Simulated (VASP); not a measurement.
# WS2 (P6_3/mmc) in VASP: notebook

Runs on WS2. Level: PBEsol+D3(BJ). Tasks: single point.

Everything below comes from runs of VASP 6.6.1. Logs are shortened: lines on timing, memory, paths and dates and some standing lists are left out, and cuts for length are marked.

**1. The cell of the first run**

Symmetry: P6_3/mmc, No. 194, hexagonal system. Conventional cell: a = 3.157 Å, b = 3.157 Å, c = 11.456 Å, α = 90.00°, β = 90.00°, γ = 120.00°. Within 3.1 Å of W (site symmetry -6m2) lie 6 S at 2.38 Å. Within 3.1 Å of S (site symmetry 3m) lie 3 W at 2.38 Å and 1 S at 3.06 Å.

**2. Single point, PBEsol+D3(BJ)**

Contents of INCAR:

```
SYSTEM = WS2
PREC = Accurate
ENCUT = 520
EDIFF = 1E-6
ISMEAR = 0
SIGMA = 0.05
LREAL = .FALSE.
LASPH = .TRUE.
NELM = 80
ALGO = Normal
ISIF = 2
LWAVE = .FALSE.
LCHARG = .FALSE.
GGA = PS
IVDW = 12
NBANDS = 35
```

Contents of KPOINTS:

```
Automatic mesh
0
G
  12 12 4
  0 0 0
```

Contents of POSCAR:

```
WS2
1.0
    3.1574001984      0.0000000000      0.0000000000
   -1.5787000992      2.7343887817      0.0000000000
    0.0000000000      0.0000000000     11.4561891506
W S
2 4
Direct
    0.3333333333      0.6666666667      0.2500000000
    0.6666666667      0.3333333333      0.7500000000
    0.3333333333      0.6666666667      0.6164531912
    0.6666666667      0.3333333333      0.1164531912
    0.3333333333      0.6666666667      0.8835468088
    0.6666666667      0.3333333333      0.3835468088
```

Potentials or basis: VASP PAW PBE potentials, release 64 (W_sv, S).

Run with:

```
$ cat potpaw_PBE.64/W_sv/POTCAR potpaw_PBE.64/S/POTCAR > POTCAR
$ mpirun -np 1 vasp_std > vasp.out
```

OUTCAR:

```text
SYSTEM = WS2
   PREC = Accurate
   ENCUT = 520
   EDIFF = 1E-6
   ISMEAR = 0
   LREAL = .FALSE.
   LASPH = .TRUE.
   NELM = 80
   ISIF = 2
   GGA = PS
   IVDW = 12
 IVDW          = 12

 ion  position               nearest neighbor table
   1  0.333  0.667  0.250-   4 2.38   6 2.38   4 2.38   6 2.38   4 2.38   6 2.38
   2  0.667  0.333  0.750-   3 2.38   5 2.38   3 2.38   5 2.38   3 2.38   5 2.38
   3  0.333  0.667  0.616-   2 2.38   2 2.38   2 2.38
   4  0.667  0.333  0.116-   1 2.38   1 2.38   1 2.38
   5  0.333  0.667  0.884-   2 2.38   2 2.38   2 2.38
   6  0.667  0.333  0.384-   1 2.38   1 2.38   1 2.38

  LATTYP: Found a hexagonal cell.
 ALAT       =     3.1574001984
 C/A-ratio  =     3.6283614464

  Lattice vectors:

 A1 = (   3.1574001984,   0.0000000000,   0.0000000000)
 A2 = (  -1.5787000992,   2.7343887817,   0.0000000000)
 A3 = (   0.0000000000,   0.0000000000,  11.4561891506)

Analysis of symmetry for initial positions (statically):
=====================================================================
 Subroutine PRICEL returns:
 Original cell was already a primitive cell.

 Routine SETGRP: Setting up the symmetry group for a
 hexagonal supercell.

 Subroutine GETGRP returns: Found 24 space group operations
 (whereof 12 operations were pure point group operations)
 out of a pool of 24 trial point group operations.

The static configuration has the point symmetry D_3d.
 The point group associated with its full space group is D_6h.

Analysis of symmetry for dynamics (positions and initial velocities):
=====================================================================
 Subroutine PRICEL returns:
 Original cell was already a primitive cell.

 Routine SETGRP: Setting up the symmetry group for a
 hexagonal supercell.

 Subroutine GETGRP returns: Found 24 space group operations
 (whereof 12 operations were pure point group operations)
 out of a pool of 24 trial point group operations.

The dynamic configuration has the point symmetry D_3d.
 The point group associated with its full space group is D_6h.

 Subroutine INISYM returns: Found 24 space group operations
 (whereof 12 operations are pure point group operations),
 and found     1 'primitive' translations

----------------------------------------------------------------------------------------

                                     Primitive cell

  volume of cell :      98.9077

  direct lattice vectors                    reciprocal lattice vectors
     3.157400198  0.000000000  0.000000000     0.316716266  0.182856221  0.000000000
    -1.578700099  2.734388782  0.000000000     0.000000000  0.365712442  0.000000000
     0.000000000  0.000000000 11.456189151     0.000000000  0.000000000  0.087289062

  length of vectors
     3.157400198  3.157400198 11.456189151     0.365712442  0.365712442  0.087289062

  position of ions in fractional coordinates (direct lattice)
     0.333333333  0.666666667  0.250000000
     0.666666667  0.333333333  0.750000000
     0.333333333  0.666666667  0.616453191
     0.666666667  0.333333333  0.116453191
     0.333333333  0.666666667  0.883546809
     0.666666667  0.333333333  0.383546809

  ion indices of the primitive-cell ions
   primitive index   ion index
                 1           1
                 2           2
                 3           3
                 4           4
                 5           5
                 6           6

----------------------------------------------------------------------------------------

 KPOINTS: Automatic mesh

Automatic generation of k-mesh.
 Grid dimensions read from file:
 generate k-points for:   12   12    4

 Generating k-lattice:

  Cartesian coordinates                     Fractional coordinates (reciprocal lattice)
     0.026393022  0.015238018  0.000000000     0.083333333  0.000000000  0.000000000
     0.000000000  0.030476037  0.000000000     0.000000000  0.083333333  0.000000000
     0.000000000  0.000000000  0.021822265     0.000000000  0.000000000  0.250000000

  Length of vectors
     0.030476037  0.030476037  0.021822265

  Shift w.r.t. Gamma in fractional coordinates (k-lattice)
     0.000000000  0.000000000  0.000000000

 Subroutine IBZKPT returns following result:
 ===========================================

 Found     57 irreducible k-points:

 Following reciprocal coordinates:
            Coordinates               Weight
  0.000000  0.000000  0.000000      1.000000
  0.083333 -0.000000  0.000000      6.000000
  0.166667 -0.000000  0.000000      6.000000
  0.250000  0.000000  0.000000      6.000000
  0.333333  0.000000  0.000000      6.000000
  0.416667  0.000000  0.000000      6.000000
[... 16 lines left out ...]
  0.250000  0.000000  0.250000     12.000000
  0.333333  0.000000  0.250000     12.000000
 [... further k-points ...]
   k-points           NKPTS =     57   k-points in BZ     NKDIM =     57   number of bands    NBANDS=     35
   number of dos      NEDOS =    301   number of ions     NIONS =      6
   total plane-waves  NPLWV =  51840
   dimension x,y,z NGX =    24 NGY =   24 NGZ =   90
   dimension x,y,z NGXF=    48 NGYF=   48 NGZF=  180
   ions per type =               2   4
   NGX,Y,Z   is equivalent  to a cutoff of  12.64, 12.64, 13.06 a.u.
   NGXF,Y,Z  is equivalent  to a cutoff of  25.27, 25.27, 26.12 a.u.
 SYSTEM =  WS2
   PREC   = accura    normal or accurate (medium, high low for compatibility)
   ISTART =      0    job   : 0-new  1-cont  2-samecut
   ICHARG =      2    charge: 1-file 2-atom 10-const
   ISPIN  =      1    spin polarized calculation?
   LNONCOLLINEAR =      F non collinear calculations
   LSORBIT =      F    spin-orbit coupling
   LASPH  =      T    aspherical Exc in radial PAW
   ENCUT  =  520.0 eV  38.22 Ry    6.18 a.u.   5.87  5.87 21.30*2*pi/ulx,y,z
   NELM   =     80;   NELMIN=  2; NELMDL= -5     # of ELM steps
   EDIFF  = 0.1E-05   stopping-criterion for ELM
   LREAL  =      F    real-space projection
   EDIFFG = 0.1E-04   stopping-criterion for IOM
   NSW    =      0    number of steps for IOM
   IBRION =     -1    ionic relax: 0-MD 1-quasi-New 2-CG
   NFREE  =      0    steps in history (QN), initial steepest desc. (CG)
   ISIF   =      2    stress and relaxation
   ISYM   =      2    0-nonsym 1-usesym 2-fastsym
   POTIM  = 0.5000    time-step for ionic-motion
   TEBEG  =    0.0;   TEEND  =   0.0 temperature during run
   PSTRESS=    0.0 pullay stress
   NELECT =      52.0000    total number of electrons
   NUPDOWN=      -1.0000    fix difference up-down
   EMIN   =  10.00;   EMAX   =-10.00  energy-range for DOS
   EFERMI =   0.00;   METHOD = LEGACY
   ISMEAR =     0;   SIGMA  =   0.05  broadening in eV -4-tet -1-fermi 0-gaus
   EFERMI_NEDOS =   21; number of points for ismear=-14 and -15
   IALGO  =     38    algorithm
   IMIX   =      4    mixing-type and parameters
     AMIX     =   0.40;   BMIX     =  1.00
     AMIX_MAG =   1.60;   BMIX_MAG =  1.00
  volume/ion in A,a.u.               =      16.48       111.24
  Fermi-wavevector in a.u.,A,eV,Ry     =   1.321293  2.496882 23.753271  1.745816
  Thomas-Fermi vector in A             =   2.451058
   LORBIT       =      0    0 simple, 1 ext, 2 COOP (PROOUT), +10 PAW based schemes
   GGA     = PS    functional components
   LHFCALC =     F    Hartree Fock is set to
   AEXX    =    0.0000 exact exchange contribution
   IVDW    =    12    specifies the selected vdW correction
   LEPSILON=     F    determine dielectric tensor
   LRPA    =     F    only Hartree local field effects (RPA)
 non-spin polarized calculation
 Gauss-broadening in eV      SIGMA  =   0.05
  energy-cutoff  :      520.00
  volume of cell :       98.91
 maximum number of plane-waves:      2684
 NGX is ok and might be reduce to    24

 number of electron      51.9999989 magnetization

 Free energy of the ion-electron system (eV)
  ---------------------------------------------------
  ext. energy  EPLUGINS =         0.00000000
  ---------------------------------------------------
  free energy    TOTEN  =       -50.36871566 eV

  energy without entropy =      -50.36871566  energy(sigma->0) =      -50.36871566

 E-fermi :   8.9700     XC(G=0): -11.5863

 val. band max:        8.7314153411   @ k =   0.0000   0.0000   0.0000
 cond. band min:       9.3040508657   @ k =   0.1667   0.1667   0.0000
 fundamental gap:      0.5726355245
 Fermi energy:         8.9700226469

 k-point     1 :       0.0000    0.0000    0.0000
  band No.  band energies     occupation
      1     -66.1859      2.00000
      2     -66.1859      2.00000
      3     -30.4698      2.00000
      4     -30.4696      2.00000
      5     -30.3041      2.00000
      6     -30.3041      2.00000
[... 27 lines left out ...]
     34      11.0960      0.00000
     35      13.0266      0.00000

 k-point     2 :       0.0833   -0.0000    0.0000
  band No.  band energies     occupation
      1     -66.1846      2.00000
      2     -66.1846      2.00000
      3     -30.4651      2.00000
      4     -30.4649      2.00000
      5     -30.3300      2.00000
      6     -30.3300      2.00000
[... 27 lines left out ...]
     34      11.0019      0.00000
     35      13.5892      0.00000

 k-point     3 :       0.1667   -0.0000    0.0000
  band No.  band energies     occupation
      1     -66.1811      2.00000
      2     -66.1811      2.00000
      3     -30.4521      2.00000
      4     -30.4520      2.00000
      5     -30.3999      2.00000
      6     -30.3999      2.00000
[... 27 lines left out ...]
     34      11.4970      0.00000
     35      14.8272      0.00000
[... 723 lines left out ...]
 k-point    23 :       0.2500    0.0000    0.2500
  band No.  band energies     occupation
      1     -66.1763      2.00000
      2     -66.1763      2.00000
      3     -30.4941      2.00000
      4     -30.4941      2.00000
      5     -30.4344      2.00000
      6     -30.4343      2.00000
[... 27 lines left out ...]
     34      12.1151      0.00000
     35      15.0678      0.00000

 k-point    24 :       0.3333    0.0000    0.2500
  band No.  band energies     occupation
      1     -66.1715      2.00000
      2     -66.1714      2.00000
      3     -30.5868      2.00000
      4     -30.5868      2.00000
      5     -30.4167      2.00000
      6     -30.4166      2.00000
[... 27 lines left out ...]
     34      12.6014      0.00000
     35      14.0120      0.00000

 [... further k-points ...]

------------------------ aborting loop because EDIFF is reached ----------------------------------------

 Edisp (eV)   -2.50045

 E8    (eV) :    -1.6233

  FORCE on cell =-STRESS in cart. coord.  units (eV):
  Direction    XX          YY          ZZ          XY          YZ          ZX
  --------------------------------------------------------------------------------------
  -------------------------------------------------------------------------------------
  Total      -1.30415    -1.30415     4.23772    -0.00000    -0.00000     0.00000
  in kB     -21.12561   -21.12561    68.64569    -0.00000    -0.00000     0.00000
  external pressure =        8.80 kB  Pullay stress =        0.00 kB

 VOLUME and BASIS-vectors are now :
 -----------------------------------------------------------------------------
  energy-cutoff  :      520.00
  volume of cell :       98.91
      direct lattice vectors                 reciprocal lattice vectors
     3.157400198  0.000000000  0.000000000     0.316716266  0.182856221  0.000000000
    -1.578700099  2.734388782  0.000000000     0.000000000  0.365712442  0.000000000
     0.000000000  0.000000000 11.456189151     0.000000000  0.000000000  0.087289062

 POSITION                                       TOTAL-FORCE (eV/Angst)
 -----------------------------------------------------------------------------------
     -0.00000      1.82293      2.86405         0.000000     -0.000000     -0.000000
      1.57870      0.91146      8.59214        -0.000000      0.000000     -0.000000
     -0.00000      1.82293      7.06220         0.000000     -0.000000     -0.502169
      1.57870      0.91146      1.33411        -0.000000      0.000000     -0.502169
     -0.00000      1.82293     10.12208         0.000000     -0.000000      0.502169
      1.57870      0.91146      4.39398        -0.000000      0.000000      0.502169
 -----------------------------------------------------------------------------------
    total drift:                               -0.000000      0.000000     -0.000000

  FREE ENERGIE OF THE ION-ELECTRON SYSTEM (eV)
  ---------------------------------------------------
  free  energy   TOTEN  =       -52.8691624507 eV

  energy  without entropy=      -52.8691624507  energy(sigma->0) =      -52.86916245
```

Run time: 75 s. Hardware: 1 thread of Intel Xeon 6975P-C (Granite Rapids), shared host; peak memory 0.32 GiB.

What came out:

| Item | Value |
| --- | --- |
| Free energy | -52.8692 eV |
| Pressure | 0.9 GPa |
| Largest force | 0.502 eV/Å |
| Band gap on the k mesh | 0.57 eV, indirect (least direct gap 1.65 eV) |
| Dispersion energy per atom | -0.417 eV |

Forces in eV/Å, atoms in the order of the input:
```
W    0.000  0.000  0.000
W    0.000  0.000  0.000
S    0.000  0.000 -0.502
S    0.000  0.000 -0.502
S    0.000  0.000  0.502
S    0.000  0.000  0.502
```

Stress tensor (GPa, compression positive):
```
-2.11  0.00  0.00
 0.00 -2.11  0.00
 0.00  0.00  6.86
```

Caveat: the PAW data sets were made with another functional, which shifts forces and pressure a little; spin-orbit coupling is left out, which moves the levels of the heavy elements. A k mesh can miss the band edges.

**3. Single point, PBEsol+D3(BJ)**

This run uses another cell than the first one, of the same volume but with other edges.

Contents of INCAR:

```
SYSTEM = WS2
ALGO = Normal
EDIFF = 1E-7
ENCUT = 520
GGA = PS
ISIF = 2
ISMEAR = 0
IVDW = 12
LASPH = .TRUE.
LCHARG = .FALSE.
LREAL = .FALSE.
LWAVE = .FALSE.
NBANDS = 35
NELM = 60
PREC = Accurate
SIGMA = 0.05
```

Contents of KPOINTS:

```
k-points
0
G
  12 12 4
  0 0 0
```

Edit POSCAR of step 2 so:

```diff
@@ -2,5 +2,5 @@
 1.0
-    3.1574001984      0.0000000000      0.0000000000
-   -1.5787000992      2.7343887817      0.0000000000
-    0.0000000000      0.0000000000     11.4561891506
+    3.0644810720      0.0000000000      0.0000000000
+   -1.5322405360      2.6539184577      0.0000000000
+    0.0000000000      0.0000000000     12.1614554411
 W S
```

Potentials or basis: VASP PAW PBE potentials, release 64 (W_sv, S).

Run with:

```
$ cat potpaw_PBE.64/W_sv/POTCAR potpaw_PBE.64/S/POTCAR > POTCAR
$ mpirun -np 1 vasp_std > vasp.out
```

Wall time 70 s (1 thread of Intel Xeon 6975P-C (Granite Rapids), shared host); peak memory 0.32 GiB.

Results (log left out):

* Free energy: -52.8375 eV
* Pressure: -0.5 GPa
* Largest force: 0.571 eV/Å
* Band gap on the k mesh: 0.85 eV, indirect (least direct gap 1.97 eV)
* Dispersion energy per atom: -0.416 eV

Forces on the atoms (eV/Å):
```
W    0.000  0.000  0.000
W    0.000  0.000  0.000
S    0.000  0.000  0.571
S    0.000  0.000  0.571
S    0.000  0.000 -0.571
S    0.000  0.000 -0.571
```

Stress tensor (GPa, compression positive):
```
 3.11  0.00  0.00
 0.00  3.11  0.00
 0.00  0.00 -7.75
```

Levels at points of the mesh, in eV from the valence-band top:
| k point | band 22 | band 23 | band 24 | band 25 | band 26 | band 27 | band 28 | band 29 | band 30 | band 31 |
| --- | --- | --- | --- | --- | --- | --- | --- | --- | --- | --- |
| (0.00, 0.00, 0.00) | -1.60 | -1.57 | -1.57 | -1.35 | 0.00 | 2.63 | 2.63 | 2.75 | 2.75 | 2.78 |
| (0.50, 0.00, 0.00) | -2.82 | -1.61 | -1.48 | -1.45 | -1.16 | 2.72 | 3.02 | 3.07 | 3.22 | 3.38 |
| (0.00, 0.00, 0.50) | -1.61 | -1.61 | -1.61 | -0.35 | -0.35 | 2.70 | 2.70 | 2.70 | 2.70 | 2.83 |
| (0.50, 0.00, 0.50) | -3.01 | -1.51 | -1.51 | -1.32 | -1.32 | 3.04 | 3.04 | 3.08 | 3.08 | 3.61 |

Caveat: the PAW data sets were made with another functional, which shifts forces and pressure a little; spin-orbit coupling is left out, which moves the levels of the heavy elements.
